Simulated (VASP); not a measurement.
# Sb (P6_3/mmc) in VASP: a series of runs, part 3 of 3

VASP 6.6.1. The steps go on from the part before.

## (5) Electric field gradients, PBE (z stretched by -2 % at fixed volume)

The input, INCAR:

```
SYSTEM = Sb
  PREC = Accurate
  ENCUT = 520
  EDIFF = 1E-8
  ISMEAR = -1
  SIGMA = 0.05
  LREAL = .False.
  LASPH = .True.
  NELM = 60
  ALGO = Normal
  ISIF = 2
  LWAVE = .False.
  LCHARG = .False.
  GGA = PE
  LEFG = .True.
  NBANDS = 12
```

The input, KPOINTS:

```
Automatic mesh
0
Gamma
  12 12 7
  0 0 0
```

The input, POSCAR:

```
Sb
1.0
    3.4032041041      0.0000000000      0.0000000000
   -1.7016020521      2.9472612084      0.0000000000
    0.0000000000      0.0000000000      5.2234000000
Sb
2
Direct
    0.3333333333      0.6666666667      0.2500000000
    0.6666666667      0.3333333333      0.7500000000
```

Potentials or basis: VASP PAW PBE potentials, release 64 (Sb).

On the command line:

```
> cat potpaw_PBE.64/Sb/POTCAR > POTCAR
> mpirun -np 1 vasp_std > vasp.out
```

OUTCAR:

```text
SYSTEM = Sb
   PREC = Accurate
   ENCUT = 520
   EDIFF = 1E-8
   ISMEAR = -1
   LREAL = .False.
   LASPH = .True.
   NELM = 60
   ISIF = 2
   GGA = PE

 ion  position               nearest neighbor table
   1  0.333  0.667  0.250-   2 3.27   2 3.27   2 3.27   2 3.27   2 3.27   2 3.27
   2  0.667  0.333  0.750-   1 3.27   1 3.27   1 3.27   1 3.27   1 3.27   1 3.27

  LATTYP: Found a hexagonal cell.
 ALAT       =     3.4032041041
 C/A-ratio  =     1.5348477024

  Lattice vectors:

 A1 = (   3.4032041041,   0.0000000000,   0.0000000000)
 A2 = (  -1.7016020521,   2.9472612084,   0.0000000000)
 A3 = (   0.0000000000,   0.0000000000,   5.2234000000)

Analysis of symmetry for initial positions (statically):
=====================================================================
 Subroutine PRICEL returns:
 Original cell was already a primitive cell.

 Routine SETGRP: Setting up the symmetry group for a
 hexagonal supercell.
[... 551 lines left out ...]
  volume of cell :       52.39
      direct lattice vectors                 reciprocal lattice vectors
     3.403204104  0.000000000  0.000000000     0.293840736  0.169649028  0.000000000
    -1.701602052  2.947261208  0.000000000     0.000000000  0.339298056  0.000000000
     0.000000000  0.000000000  5.223400000     0.000000000  0.000000000  0.191446184

 POSITION                                       TOTAL-FORCE (eV/Angst)
 -----------------------------------------------------------------------------------
     -0.00000      1.96484      1.30585        -0.000000      0.000000      0.000000
      1.70160      0.98242      3.91755         0.000000     -0.000000      0.000000
 -----------------------------------------------------------------------------------
    total drift:                                0.000000     -0.000000      0.000000

  FREE ENERGIE OF THE ION-ELECTRON SYSTEM (eV)
  ---------------------------------------------------
  free  energy   TOTEN  =        -7.7117107087 eV

  energy  without entropy=       -7.7022261423  energy(sigma->0) =       -7.70696843

 Electric field gradients (V/A^2)
---------------------------------------------------------------------
 ion       V_xx      V_yy      V_zz      V_xy      V_xz      V_yz
---------------------------------------------------------------------
   1      -9.423    -9.423    18.846     0.000     0.000    -0.000
   2      -9.423    -9.423    18.846     0.000    -0.000     0.000
---------------------------------------------------------------------

 Electric field gradients after diagonalization (V/A^2)
 (convention: |V_zz| > |V_xx| > |V_yy|)
----------------------------------------------------------------------
 ion       V_xx      V_yy      V_zz     asymmetry (V_yy - V_xx)/ V_zz
----------------------------------------------------------------------
   1      -9.423    -9.423    18.846       0.000
   2      -9.423    -9.423    18.846       0.000
----------------------------------------------------------------------

           NMR quadrupolar parameters

 Cq : quadrupolar parameter    Cq=e*Q*V_zz/h
 eta: asymmetry parameters     (V_yy - V_xx)/ V_zz
 Q  : nuclear electric quadrupole moment in mb (millibarn)
----------------------------------------------------------------------
 ion       Cq(MHz)       eta       Q (mb)
----------------------------------------------------------------------
   1       0.046       0.000       1.000
   2       0.046       0.000       1.000
----------------------------------------------------------------------
```

stdout:

```text
POSCAR found type information on POSCAR Sb
 POSCAR found :  1 types and       2 ions
 scaLAPACK will be used
 LDA part: xc-table for (Slater+PW92), standard interpolation
 POSCAR, INCAR and KPOINTS ok, starting setup
 FFT: planning ... GRIDC
 FFT: planning ... GRID_SOFT
 FFT: planning ... GRID
 WAVECAR not read
 entering main loop
ion   1

ion   2
```

Run time: 25 s. Hardware: 1 thread of AMD EPYC 9R14 (Zen 4), shared host; peak memory 0.17 GiB.

What came out:

```yaml
Free_energy: -7.7117 eV
Pressure: 2.9 GPa
Band_gap_on_the_k_mesh: zero (band 5 reaches 12.62 eV, above the bottom of band 6 at 6.00 eV)
```

Electric field gradients, principal values (V/Å²):
```tsv
atom	least	middle	greatest (by size)
1 Sb	-9.423	-9.423	18.846
2 Sb	-9.423	-9.423	18.846
```

Caveat: the cell differs from its parent crystal (z stretched by -2 % at fixed volume); without QUAD_EFG the Cq values of the log hold for a quadrupole moment of 1 mb, not for the nuclei; spin-orbit coupling is left out, which moves the levels of the heavy elements.

## (6) Electric field gradients, LDA

This run uses another cell than the first one, of 26.20 Å³/atom, 1.064 times its volume.

The input, INCAR:

```
PREC     = Accurate       # precision mode
ENCUT    = 400            # plane-wave cutoff, eV
EDIFF    = 1E-8           # SCF threshold, eV
ISMEAR   = -1             # smearing method
SIGMA    = 0.05           # smearing width, eV
LREAL    = F              # projectors in reciprocal space
LASPH    = T              # aspherical terms in the spheres
NELM     = 120            # most SCF steps
ALGO     = Normal         # electronic algorithm
ISIF     = 2              # what is computed and relaxed
LWAVE    = F              # write WAVECAR
LCHARG   = F              # write CHGCAR
GGA      = CA             # functional
LEFG     = T            
NBANDS   = 12             # bands
GGA_COMPAT= F
```

The input, KPOINTS:

```
Automatic mesh
0
Gamma
  12 12 7
```

The input, POSCAR:

```
Sb
1.0
    3.3690001795      0.0000000000      0.0000000000
   -1.6845000898      2.9176397408      0.0000000000
    0.0000000000      0.0000000000      5.3300000000
Sb
2
Direct
    0.3333333333      0.6666666667      0.2500000000
    0.6666666667      0.3333333333      0.7500000000
```

Potentials or basis: VASP PAW LDA potentials, release 64 (Sb).

On the command line:

```
> cat potpaw_LDA.64/Sb/POTCAR > POTCAR
> mpirun -np 1 vasp_std > vasp.out
```

OUTCAR:

```text
PREC = Accurate
   ENCUT = 400
   EDIFF = 1E-8
   ISMEAR = -1
   LREAL = F
   LASPH = T
   NELM = 120
   ISIF = 2
   GGA = CA

 ion  position               nearest neighbor table
   1  0.333  0.667  0.250-   2 3.30   2 3.30   2 3.30   2 3.30   2 3.30   2 3.30
   2  0.667  0.333  0.750-   1 3.30   1 3.30   1 3.30   1 3.30   1 3.30   1 3.30

  LATTYP: Found a hexagonal cell.
 ALAT       =     3.3690001795
 C/A-ratio  =     1.5820717471

  Lattice vectors:

[... 574 lines left out ...]

  FREE ENERGIE OF THE ION-ELECTRON SYSTEM (eV)
  ---------------------------------------------------
  free  energy   TOTEN  =        -9.1505588856 eV

  energy  without entropy=       -9.1403360119  energy(sigma->0) =       -9.14544745

 Electric field gradients (V/A^2)
---------------------------------------------------------------------
 ion       V_xx      V_yy      V_zz      V_xy      V_xz      V_yz
---------------------------------------------------------------------
   1     -11.545   -11.545    23.090     0.000     0.000    -0.000
   2     -11.545   -11.545    23.090     0.000    -0.000     0.000
---------------------------------------------------------------------

 Electric field gradients after diagonalization (V/A^2)
 (convention: |V_zz| > |V_xx| > |V_yy|)
----------------------------------------------------------------------
 ion       V_xx      V_yy      V_zz     asymmetry (V_yy - V_xx)/ V_zz
----------------------------------------------------------------------
   1     -11.545   -11.545    23.090       0.000
   2     -11.545   -11.545    23.090       0.000
----------------------------------------------------------------------

           NMR quadrupolar parameters

 Cq : quadrupolar parameter    Cq=e*Q*V_zz/h
 eta: asymmetry parameters     (V_yy - V_xx)/ V_zz
 Q  : nuclear electric quadrupole moment in mb (millibarn)
----------------------------------------------------------------------
 ion       Cq(MHz)       eta       Q (mb)
----------------------------------------------------------------------
   1       0.056       0.000       1.000
   2       0.056       0.000       1.000
----------------------------------------------------------------------
```

stdout:

```text
POSCAR found type information on POSCAR Sb
 POSCAR found :  1 types and       2 ions
 scaLAPACK will be used
 LDA part: xc-table for (Slater(with rela. corr.)+CA(PZ))
 , standard interpolation
 POSCAR, INCAR and KPOINTS ok, starting setup
 FFT: planning ... GRIDC
 FFT: planning ... GRID_SOFT
 FFT: planning ... GRID
 WAVECAR not read
 entering main loop
ion   1

ion   2
```

Run time: 13 s. Hardware: 1 thread of Intel Xeon 6975P-C, shared host; peak memory 0.15 GiB.

What came out:

| Quantity | Value |
| --- | --- |
| Free energy | -9.1506 eV |
| Pressure | -1.3 GPa |
| Band gap on the k mesh | zero (band 5 reaches 12.73 eV, above the bottom of band 6 at 5.86 eV) |

Stress tensor (GPa, compression positive):
```
-0.84  0.00  0.00
 0.00 -0.84  0.00
 0.00  0.00 -2.15
```

Levels at points of the mesh, in eV from the Fermi level:
| k point | band 2 | band 3 | band 4 | band 5 | band 6 | band 7 | band 8 | band 9 |
| --- | --- | --- | --- | --- | --- | --- | --- | --- |
| (0.00, 0.00, 0.00) | -8.99 | -5.93 | 3.25 | 3.25 | 5.04 | 5.04 | 5.95 | 7.37 |
| (0.50, 0.00, 0.00) | -8.26 | -4.26 | -2.91 | -2.40 | -0.18 | 0.08 | 3.71 | 4.26 |

Electric field gradients, principal values (V/Å²):
```csv
atom,least,middle,greatest (by size)
1 Sb,-11.545,-11.545,23.090
2 Sb,-11.545,-11.545,23.090
```

Caveat: without QUAD_EFG the Cq values of the log hold for a quadrupole moment of 1 mb, not for the nuclei; spin-orbit coupling is left out, which moves the levels of the heavy elements.

## (7) Overview

```tsv
level	potentials or basis	cell	cutoff (eV)	gap on the mesh (eV)	pressure (GPa)
PBE	VASP PAW PBE potentials, release 64 (Sb)	a = 3.300, b = 3.300, c = 5.221 Å, angles 90.0, 90.0, 120.0°, 2 atoms	520	none	8.0
PBE	VASP PAW PBE potentials, release 64 (Sb)	a = 3.323, b = 3.323, c = 5.258 Å, angles 90.0, 90.0, 120.0°, 2 atoms	520	none	6.1
PBE	VASP PAW PBE potentials, release 64 (Sb)	a = 3.346, b = 3.346, c = 5.294 Å, angles 90.0, 90.0, 120.0°, 2 atoms	520	none	4.4
PBE	VASP PAW PBE potentials, release 64 (Sb)	a = 3.403, b = 3.403, c = 5.223 Å, angles 90.0, 90.0, 120.0°, 2 atoms	520	none	2.9
LDA	VASP PAW LDA potentials, release 64 (Sb)	a = 3.369, b = 3.369, c = 5.330 Å, angles 90.0, 90.0, 120.0°, 2 atoms	400	none	-1.3
```

Alike in all rows: task electric field gradients; no spin polarisation; k mesh 12 × 12 × 7; smearing fermi-dirac 0.05 eV.

Caveats: spin-orbit coupling is left out, which moves the levels of the heavy elements.

Absolute energies hang on the potentials; compare differences alone.
